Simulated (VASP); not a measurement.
# As (P-1) in VASP: relaxation of cell and atoms with PBE

Aim: the relaxation of cell and atoms of As with PBE.

Everything below comes from runs of VASP 6.6.1. Logs are shortened: lines on timing, memory, paths and dates and some standing lists are left out, and cuts for length are marked.

## Step 1: The cell of the first run

The typed cell holds 2 atoms: a = 3.182 Å, b = 4.999 Å, c = 3.327 Å, α = 69.79°, β = 71.15°, γ = 63.10°.

## Step 2: Relaxation of cell and atoms, PBE

Contents of INCAR:

```
  PREC = Accurate
  ENCUT = 600
  EDIFF = 1E-6
  ISMEAR = 0
  SIGMA = 0.1
  LREAL = F
  LASPH = T
  NELM = 100
  ALGO = Normal
  ISIF = 3
  LWAVE = F
  LCHARG = F
  GGA = PE
  IBRION = 2
  NSW = 90
  EDIFFG = -0.04
```

Contents of KPOINTS:

```
regular mesh
0
Gamma
  6 4 6
```

Contents of POSCAR:

```
As
1.0
    3.1822968234      0.0000000000      0.0000000000
    2.2615041862      4.4584239677      0.0000000000
    1.0749944224      0.7433682491      3.0593898759
As
2
Direct
    0.3044772220      0.0197831568      0.1766258656
    0.6255773498      0.1397033230      0.2906067863
```

Potentials or basis: VASP PAW PBE potentials, release 64 (As).

Run with:

```sh
> cat potpaw_PBE.64/As/POTCAR > POTCAR
> mpirun -np 1 vasp_std > vasp.out
```

OUTCAR:

```text
PREC = Accurate
   ENCUT = 600
   EDIFF = 1E-6
   ISMEAR = 0
   LREAL = F
   LASPH = T
   NELM = 100
   ISIF = 3
   GGA = PE
   IBRION = 2
   NSW = 90
   EDIFFG = -0.04

 ion  position               nearest neighbor table
   1  0.304  0.020  0.177-   2 1.58   2 1.90   2 2.73
   2  0.626  0.140  0.291-   1 1.58   1 1.90   1 2.73

  LATTYP: Found a triclinic cell.
 ALAT       =     3.7885599079
 B/A-ratio  =     1.9948873854
 C/A-ratio  =     1.5993190565
 COS(alpha) =     0.0058035437
 COS(beta)  =     0.5210425695
 COS(gamma) =     0.8190458964

  Lattice vectors:

 A1 = (   2.1073024010,  -0.7433682491,  -3.0593898759)
 A2 = (   3.2938121648,   2.9716874695,  -6.1187797518)
 A3 = (   4.1030894606,  -4.4584239677,   0.0000000000)

Analysis of symmetry for initial positions (statically):
=====================================================================
 Subroutine PRICEL returns:
 Original cell was already a primitive cell.

 Routine SETGRP: Setting up the symmetry group for a
 triclinic supercell.

 Subroutine GETGRP returns: Found  2 space group operations
 (whereof  1 operations were pure point group operations)
 out of a pool of  2 trial point group operations.

The static configuration has the point symmetry C_1 .
 The point group associated with its full space group is S_2 .

Analysis of symmetry for dynamics (positions and initial velocities):
=====================================================================
 Subroutine PRICEL returns:
 Original cell was already a primitive cell.

 Routine SETGRP: Setting up the symmetry group for a
 triclinic supercell.

 Subroutine GETGRP returns: Found  2 space group operations
 (whereof  1 operations were pure point group operations)
 out of a pool of  2 trial point group operations.

The dynamic configuration has the point symmetry C_1 .
 The point group associated with its full space group is S_2 .

 Subroutine INISYM returns: Found  2 space group operations
 (whereof  1 operations are pure point group operations),
 and found     1 'primitive' translations

----------------------------------------------------------------------------------------

                                     Primitive cell

  volume of cell :      43.4067

  direct lattice vectors                    reciprocal lattice vectors
     3.182296823  0.000000000  0.000000000     0.314238443 -0.159395239 -0.071685932
     2.261504186  4.458423968  0.000000000     0.000000000  0.224294506 -0.054498910
     1.074994422  0.743368249  3.059389876     0.000000000  0.000000000  0.326862558

  length of vectors
     3.182296823  4.999194481  3.326871770     0.359571292  0.230820615  0.326862558

  position of ions in fractional coordinates (direct lattice)
     0.304477222  0.019783157  0.176625866
     0.625577350  0.139703323  0.290606786

  ion indices of the primitive-cell ions
   primitive index   ion index
                 1           1
                 2           2

----------------------------------------------------------------------------------------

 KPOINTS: regular mesh

Automatic generation of k-mesh.
 Grid dimensions read from file:
 generate k-points for:    6    4    6

 Generating k-lattice:

  Cartesian coordinates                     Fractional coordinates (reciprocal lattice)
     0.052373074 -0.026565873 -0.011947655     0.166666667  0.000000000  0.000000000
     0.000000000  0.056073626 -0.013624728     0.000000000  0.250000000  0.000000000
     0.000000000  0.000000000  0.054477093     0.000000000  0.000000000  0.166666667

  Length of vectors
     0.059928549  0.057705154  0.054477093

  Shift w.r.t. Gamma in fractional coordinates (k-lattice)
     0.000000000  0.000000000  0.000000000

 Subroutine IBZKPT returns following result:
 ===========================================

 Found     76 irreducible k-points:

 Following reciprocal coordinates:
            Coordinates               Weight
  0.000000  0.000000  0.000000      1.000000
  0.166667 -0.000000  0.000000      2.000000
  0.333333 -0.000000  0.000000      2.000000
  0.500000 -0.000000  0.000000      1.000000
  0.000000  0.250000  0.000000      2.000000
  0.166667  0.250000  0.000000      2.000000
[... 16 lines left out ...]
  0.333333  0.250000  0.166667      2.000000
  0.500000  0.250000  0.166667      2.000000
 [... further k-points ...]
   k-points           NKPTS =     76   k-points in BZ     NKDIM =     76   number of bands    NBANDS=      9
   number of dos      NEDOS =    301   number of ions     NIONS =      2
   total plane-waves  NPLWV =  31360
   dimension x,y,z NGX =    28 NGY =   40 NGZ =   28
   dimension x,y,z NGXF=    56 NGYF=   80 NGZF=   56
   ions per type =               2
   NGX,Y,Z   is equivalent  to a cutoff of  14.63, 13.30, 13.99 a.u.
   NGXF,Y,Z  is equivalent  to a cutoff of  29.25, 26.60, 27.98 a.u.
 SYSTEM =  unknown system
   PREC   = accura    normal or accurate (medium, high low for compatibility)
   ISTART =      0    job   : 0-new  1-cont  2-samecut
   ICHARG =      2    charge: 1-file 2-atom 10-const
   ISPIN  =      1    spin polarized calculation?
   LNONCOLLINEAR =      F non collinear calculations
   LSORBIT =      F    spin-orbit coupling
   LASPH  =      T    aspherical Exc in radial PAW
   ENCUT  =  600.0 eV  44.10 Ry    6.64 a.u.   6.36  9.98  6.64*2*pi/ulx,y,z
   NELM   =    100;   NELMIN=  2; NELMDL= -5     # of ELM steps
   EDIFF  = 0.1E-05   stopping-criterion for ELM
   LREAL  =      F    real-space projection
   EDIFFG = -.4E-01   stopping-criterion for IOM
   NSW    =     90    number of steps for IOM
   IBRION =      2    ionic relax: 0-MD 1-quasi-New 2-CG
   NFREE  =      1    steps in history (QN), initial steepest desc. (CG)
   ISIF   =      3    stress and relaxation
   ISYM   =      2    0-nonsym 1-usesym 2-fastsym
   POTIM  = 0.5000    time-step for ionic-motion
   TEBEG  =    0.0;   TEEND  =   0.0 temperature during run
   PSTRESS=    0.0 pullay stress
   NELECT =      10.0000    total number of electrons
   NUPDOWN=      -1.0000    fix difference up-down
   EMIN   =  10.00;   EMAX   =-10.00  energy-range for DOS
   EFERMI =   0.00;   METHOD = LEGACY
   ISMEAR =     0;   SIGMA  =   0.10  broadening in eV -4-tet -1-fermi 0-gaus
   EFERMI_NEDOS =   21; number of points for ismear=-14 and -15
   IALGO  =     38    algorithm
   IMIX   =      4    mixing-type and parameters
     AMIX     =   0.40;   BMIX     =  1.00
     AMIX_MAG =   1.60;   BMIX_MAG =  1.00
  volume/ion in A,a.u.               =      21.70       146.46
  Fermi-wavevector in a.u.,A,eV,Ry     =   1.003589  1.896508 13.703663  1.007191
  Thomas-Fermi vector in A             =   2.136150
   LORBIT       =      0    0 simple, 1 ext, 2 COOP (PROOUT), +10 PAW based schemes
   GGA     = PE    functional components
   LHFCALC =     F    Hartree Fock is set to
   AEXX    =    0.0000 exact exchange contribution
   IVDW    =     0    specifies the selected vdW correction
   LEPSILON=     F    determine dielectric tensor
   LRPA    =     F    only Hartree local field effects (RPA)
 conjugate gradient relaxation of ions
 non-spin polarized calculation
 Gauss-broadening in eV      SIGMA  =   0.10
  energy-cutoff  :      600.00
  volume of cell :       43.41
 maximum number of plane-waves:      1474
 NGX is ok and might be reduce to    28
   NGX = 13   NGY = 19   NGZ = 13

--------------------------------------- Ionic step        1  -------------------------------------------

 number of electron      10.0000000 magnetization

 Free energy of the ion-electron system (eV)
  ---------------------------------------------------
  ext. energy  EPLUGINS =         0.00000000
  ---------------------------------------------------
  free energy    TOTEN  =         6.14534335 eV

  energy without entropy =        6.15489092  energy(sigma->0) =        6.15011714

 E-fermi :   5.5695     XC(G=0):  -9.1430

 val. band max:        5.5668325009   @ k =   0.1667   0.2500   0.5000
 cond. band min:       5.5880431263   @ k =   0.1667  -0.0000   0.3333
 fundamental gap:      0.0212106254
 Fermi energy:         5.5694501834

 k-point     1 :       0.0000    0.0000    0.0000
  band No.  band energies     occupation
      1     -13.8449      2.00000
      2      -1.5377      2.00000
      3      -0.7700      2.00000
      4       2.0667      2.00000
      5       4.4642      2.00000
      6       5.9508      0.00000
      7       6.3448      0.00000
      8      12.8094      0.00000
      9      13.0737      0.00000
[... 265 lines left out ...]
 k-point    24 :       0.5000    0.2500    0.1667
  band No.  band energies     occupation
      1     -10.9399      2.00000
      2      -8.4305      2.00000
      3       0.2485      2.00000
      4       1.1982      2.00000
      5       2.9422      2.00000
      6       5.7491      0.01104
      7       9.6889      0.00000
      8      11.5491      0.00000
      9      11.9315      0.00000

 [... further k-points ...]
[... 5 lines left out ...]
  --------------------------------------------------------------------------------------
  -------------------------------------------------------------------------------------
  Total       85.6012644     14.9107634     10.0872013     20.4573857      9.4806761     12.2062683
  in kB     3159.6129635    550.3685203    372.3268838    755.0989054    349.9395387    450.5433863
  external PRESSURE =    1360.7694559 kB  Pullay stress =       0.0000000 kB
[... 89 lines left out ...]
  FREE ENERGIE OF THE ION-ELECTRON SYSTEM (eV)
  ---------------------------------------------------
  free  energy   TOTEN  =        -3.0780998987 eV

  energy  without entropy=       -3.0707912440  energy(sigma->0) =       -3.07444557

 E-fermi :  -0.4079     XC(G=0):  -6.7738

 val. band max:       -0.5598173618   @ k =   0.1667  -0.0000   0.0000
 cond. band min:      -0.3761095666   @ k =   0.5000  -0.0000   0.0000
 fundamental gap:      0.1837077952
 Fermi energy:        -0.4078836029

 k-point     1 :       0.0000    0.0000    0.0000
  band No.  band energies     occupation
      1     -11.9528      2.00000
      2      -8.2714      2.00000
      3      -2.8223      2.00000
      4      -0.9238      2.00000
      5      -0.3748      0.64027
      6      -0.3154      0.19108
      7       0.3176      0.00000
      8       4.4557      0.00000
      9       4.5411      0.00000
[... 265 lines left out ...]
 k-point    24 :       0.5000    0.2500    0.1667
  band No.  band energies     occupation
      1     -11.6625      2.00000
      2      -8.6479      2.00000
      3      -2.7422      2.00000
      4      -2.0772      2.00000
      5      -1.3826      2.00000
      6       0.3752      0.00000
      7       0.9577      0.00000
      8       3.7100      0.00000
      9       6.4504      0.00000

 [... further k-points ...]

[... ionic steps 4 to 63 ...]

--------------------------------------- Ionic step       64  -------------------------------------------

 number of electron      10.0000000 magnetization

------------------------ aborting loop because EDIFF is reached ----------------------------------------

  FORCE on cell =-STRESS in cart. coord.  units (eV):
  Direction    XX          YY          ZZ          XY          YZ          ZX
  --------------------------------------------------------------------------------------
  -------------------------------------------------------------------------------------
  Total       -0.0336671     -0.0113915      0.0242642      0.0235068      0.0914259     -0.0390180
  in kB       -0.9096050     -0.3077704      0.6555609      0.6350988      2.4701109     -1.0541736
  external PRESSURE =      -0.1872715 kB  Pullay stress =       0.0000000 kB
[... 57 lines left out ...]
  energy  without entropy=       -9.3190050123  energy(sigma->0) =       -9.31900502

--------------------------------------- Ionic step       66  -------------------------------------------

 number of electron      10.0000000 magnetization

 Free energy of the ion-electron system (eV)
  ---------------------------------------------------
  ext. energy  EPLUGINS =         0.00000000
  ---------------------------------------------------
  free energy    TOTEN  =        -9.31932894 eV

  energy without entropy =       -9.31932892  energy(sigma->0) =       -9.31932893

 E-fermi :   2.6992     XC(G=0):  -8.2383

 val. band max:        2.3747825772   @ k =   0.5000   0.5000   0.0000
 cond. band min:       3.0336062396   @ k =   0.1667   0.5000   0.0000
 fundamental gap:      0.6588236624
 Fermi energy:         2.6991594097

 k-point     1 :       0.0000    0.0000    0.0000
  band No.  band energies     occupation
      1     -11.7004      2.00000
      2      -5.1430      2.00000
      3       0.3664      2.00000
      4       1.6810      2.00000
      5       1.7044      2.00000
      6       4.0227      0.00000
      7       5.1978      0.00000
      8       5.2751      0.00000
      9       9.9064      0.00000
[... 265 lines left out ...]
 k-point    24 :       0.5000    0.2500    0.1667
  band No.  band energies     occupation
      1     -10.0186      2.00000
      2      -6.3754      2.00000
      3      -1.7910      2.00000
      4      -1.0929      2.00000
      5       1.0898      2.00000
      6       4.9420      0.00000
      7       5.3538      0.00000
      8       6.3242      0.00000
      9       8.9446      0.00000

 [... further k-points ...]
[... 5 lines left out ...]
  --------------------------------------------------------------------------------------
  -------------------------------------------------------------------------------------
  Total        0.0067977      0.0298413      0.0238724      0.0254068      0.0579804     -0.0088943
  in kB        0.1831896      0.8041916      0.6433346      0.6846857      1.5625084     -0.2396907
  external PRESSURE =       0.5435720 kB  Pullay stress =       0.0000000 kB
[... 17 lines left out ...]
  FREE ENERGIE OF THE ION-ELECTRON SYSTEM (eV)
  ---------------------------------------------------
  free  energy   TOTEN  =        -9.3193289392 eV

  energy  without entropy=       -9.3193289178  energy(sigma->0) =       -9.31932893

 reached required accuracy - stopping structural energy minimisation
```

It took 30 min on 1 thread of AMD EPYC 7R43 (Zen 3), shared host; peak memory 0.18 GiB.

Results:

- Free energy: -9.3193 eV
- Relaxed volume: 29.73 Å³/atom
- Relaxed cell: a = 5.447 Å, b = 6.513 Å, c = 3.621 Å, α = 61.75°, β = 76.41°, γ = 33.74°
- Space group after relaxing (to 0.05 Å): P-1 (No. 2)
- Energy gained by relaxing: 7732.3 meV/atom
- Ionic steps: 66
- Pressure after relaxing: 0.1 GPa
- Largest force after relaxing: 0.011 eV/Å
- Band gap on the k mesh: 0.66 eV, indirect (least direct gap 0.92 eV)

Forces in eV/Å, atoms in the order of the input:
```
As  -0.004  0.009 -0.006
As   0.004 -0.009  0.006
```

Step by step:
| step | energy change (eV) | largest force (eV/Å) | pressure (GPa) | volume (Å³) |
| --- | --- | --- | --- | --- |
| 1 | 0.0000 | 42.8856 | 136.08 | 43.41 |
| 3 | -9.2234 | 1.9584 | -4.81 | 191.03 |
| 5 | -13.3019 | 3.3894 | -5.05 | 103.32 |
| 7 | -14.5133 | 0.2775 | -3.32 | 66.33 |
| 9 | -14.5437 | 0.3537 | -2.87 | 65.11 |
| 11 | -14.5660 | 0.6206 | -1.70 | 63.41 |
| 13 | -14.6743 | 0.4298 | -0.44 | 61.08 |
| 15 | -14.7015 | 0.2875 | 0.25 | 59.76 |
| 17 | -14.7656 | 0.3120 | -0.11 | 60.33 |
| 19 | -14.6027 | 1.9868 | -5.89 | 60.33 |
| 21 | -14.8399 | 0.5646 | -2.28 | 60.77 |
| 23 | -14.8837 | 0.5791 | -2.72 | 60.10 |
| 25 | -14.9633 | 0.8450 | -3.23 | 57.85 |
| 27 | -14.9529 | 1.0079 | 2.02 | 46.25 |
| 29 | -15.2113 | 1.1295 | -0.52 | 51.27 |
| 31 | -15.3434 | 0.4711 | 4.76 | 47.91 |
| 33 | -15.4025 | 0.3605 | 2.37 | 49.69 |
| 35 | -15.4337 | 0.2909 | -0.29 | 51.59 |
| 37 | -15.4398 | 0.1552 | 0.30 | 51.63 |
| 39 | -15.4417 | 0.0218 | 0.01 | 52.07 |
| 41 | -15.4440 | 0.0654 | -0.23 | 52.56 |
| 43 | -15.4449 | 0.0718 | -0.23 | 52.73 |
| 45 | -15.4470 | 0.1203 | 0.60 | 52.69 |
| 47 | -15.4478 | 0.0837 | 0.44 | 52.81 |
| 49 | -15.4495 | 0.1615 | 0.31 | 53.74 |
| 51 | -15.4511 | 0.0948 | 0.16 | 53.74 |
| 53 | -15.4523 | 0.0761 | 0.04 | 54.24 |
| 55 | -15.4541 | 0.0347 | 0.15 | 54.79 |
| 57 | -15.4552 | 0.2425 | -0.14 | 57.05 |
| 59 | -15.4567 | 0.1302 | -0.07 | 56.33 |
| 61 | -15.4614 | 0.1310 | -0.31 | 58.13 |
| 63 | -15.4625 | 0.1474 | -0.37 | 59.11 |
| 65 | -15.4643 | 0.0145 | 0.08 | 59.35 |
| 66 | -15.4647 | 0.0114 | 0.05 | 59.45 |

Final structure:
```
As
1.0
     5.29460    0.83086   -0.97231
     4.85161    4.34063   -0.21494
     1.23858    1.34278    3.12663
As
2
Direct
  0.03241 0.87944 0.13053
  0.89764 0.28005 0.33671
```

Levels at points of the mesh, in eV from the valence-band top:
| k point | band 1 | band 2 | band 3 | band 4 | band 5 | band 6 | band 7 | band 8 | band 9 |
| --- | --- | --- | --- | --- | --- | --- | --- | --- | --- |
| (0.00, 0.00, 0.00) | -14.08 | -7.52 | -2.01 | -0.69 | -0.67 | 1.65 | 2.82 | 2.90 | 7.53 |
| (0.50, 0.00, 0.00) | -11.64 | -9.70 | -4.20 | -2.57 | -2.51 | 1.58 | 3.51 | 3.96 | 6.46 |
| (0.00, 0.50, 0.00) | -11.66 | -9.77 | -3.83 | -2.50 | -1.82 | 0.99 | 1.74 | 3.70 | 5.45 |
| (0.50, 0.50, 0.00) | -14.01 | -8.05 | -0.69 | -0.64 | 0.00 | 0.92 | 2.75 | 2.80 | 6.12 |
| (0.00, 0.00, 0.50) | -11.68 | -9.68 | -4.01 | -2.54 | -2.49 | 1.65 | 3.05 | 4.08 | 5.35 |
| (0.50, 0.00, 0.50) | -11.64 | -9.69 | -4.21 | -2.57 | -2.50 | 1.55 | 3.52 | 3.97 | 6.57 |
| (0.00, 0.50, 0.50) | -11.66 | -9.76 | -3.81 | -2.52 | -1.83 | 0.99 | 1.72 | 3.68 | 5.40 |
| (0.50, 0.50, 0.50) | -11.64 | -9.78 | -4.03 | -2.47 | -1.91 | 1.03 | 2.09 | 3.63 | 6.25 |

Caveat: the volume moved by over 15 % at a fixed basis, so the end points are rough. A k mesh can miss the band edges.
